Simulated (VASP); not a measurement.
Si2Ni:

```
Si Ni
1.0
     0.00000    2.82724    2.82724
     2.82724    0.00000    2.82724
     2.82724    2.82724    0.00000
Si Ni
2 1
Cartesian
  1.4136 1.4136 1.4136
  4.2409 4.2409 4.2409
  0.0000 0.0000 0.0000
```

Base run:

```yaml
Program: VASP 6.6.1
Functional: LDA
Potentials_or_basis: VASP PAW LDA potentials, release 64 (Si, Ni)
Cutoff: 520 eV
k_mesh: 14 × 14 × 14
Occupations: gaussian, width 0.15 eV
Spin: collinear spin, ferromagnetic start
Starting_moments: "[0.0, 0.0, 0.25] μB"
Fixed_moment: 0.25 μB
```

Its results: pressure -18.6 GPa; site moments Si +0.03; Ni +0.13 μB.

**Question.** The run is repeated on the same cell with these changes: fixed moment from 0.25 μB to 0.875 μB; moments at the start from [0.0, 0.0, 0.25] to [0.0, 0.0, 0.88]. What comes out?

**Answer.** Pressure -16.6 GPa; site moments Si +0.11; Ni +0.40 μB.

Caveats: the cell stands under tension; the total moment is fixed, so each spin has its own Fermi level and the state may be an excited one.
